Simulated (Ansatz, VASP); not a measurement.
This is a calculation of AlNi for Ansatz 0.2.0.

input.yaml

```yaml
crystal:
  lattice:
    - [2.881, 0.0, 0.0]
    - [0.0, 2.881, 0.0]
    - [0.0, 0.0, 2.881]
  atoms:
    - { symbol: Ni, position: [0.5, 0.5, 0.5], spin: 0.2 }
    - { symbol: Al, position: [0.0, 0.0, 0.0] }
hamiltonian:
  xc: pbesol
  pseudopotentials: { kind: paw }
magnetization:
  spin_polarized: true
  initial_magnetization: 0.2
  spin_locking: { lock_magnetization: hard }
kpoints:
  mp_grid: { grid: [8, 8, 8] }
scf:
  occupations: { method: fermi_dirac, width: 0.05 }
  lower_state_search: "off"
output:
  forces: true
  stress: true
  eigenvalues: true
```

Potentials or basis: Ansatz PAW.

The run is started by

```bash
$ ansatz run input.yaml --threads 2 --pin off --max-ram 5632MiB --backend cpu --events-out ev --progress --plain --runs-dir out
```

**Question.** Translate it to VASP 6.6.1. Potentials there: VASP PAW PBE potentials, release 64 (Ni, Al).

**Answer.** As run (the cutoff follows the program's own potentials):

Contents of INCAR:

```
SYSTEM = AlNi
PREC = Accurate
ENCUT = 520
EDIFF = 1E-6
ISMEAR = -1
SIGMA = 0.05
LREAL = .FALSE.
LASPH = .TRUE.
NELM = 150
ALGO = Normal
ISIF = 2
LWAVE = .FALSE.
LCHARG = .FALSE.
ISPIN = 2
MAGMOM = 0.2 0
LORBIT = 11
NUPDOWN = 0.2
LMAXMIX = 4
GGA = PS
NBANDS = 18
```

File KPOINTS:

```
regular mesh
0
G
  8 8 8
  0 0 0
```

The input POSCAR:

```
AlNi
1.0
    2.8810000000      0.0000000000      0.0000000000
    0.0000000000      2.8810000000      0.0000000000
    0.0000000000      0.0000000000      2.8810000000
Ni Al
1 1
Direct
    0.5000000000      0.5000000000      0.5000000000
    0.0000000000      0.0000000000      0.0000000000
```

Potentials or basis: VASP PAW PBE potentials, release 64 (Ni, Al).

Command:

```bash
$ cat potpaw_PBE.64/Ni/POTCAR potpaw_PBE.64/Al/POTCAR > POTCAR
$ mpirun -np 1 vasp_std > vasp.out
```

Both were run:

|  | VASP | Ansatz | Ansatz less VASP |
| --- | --- | --- | --- |
| pressure (GPa) | -2.9 | -3.1 | -0.23 |
| net moment per atom (μB) | 0.10 | 0.10 | 0.000 |

VASP's potentials were made for PBE, not for PBEsol. The functional is the same, so the differences come from potentials, cutoffs and numerics. VASP's potentials hold 13 valence electrons a cell and Ansatz's 21, so a difference there can come from the potentials and not from the codes.
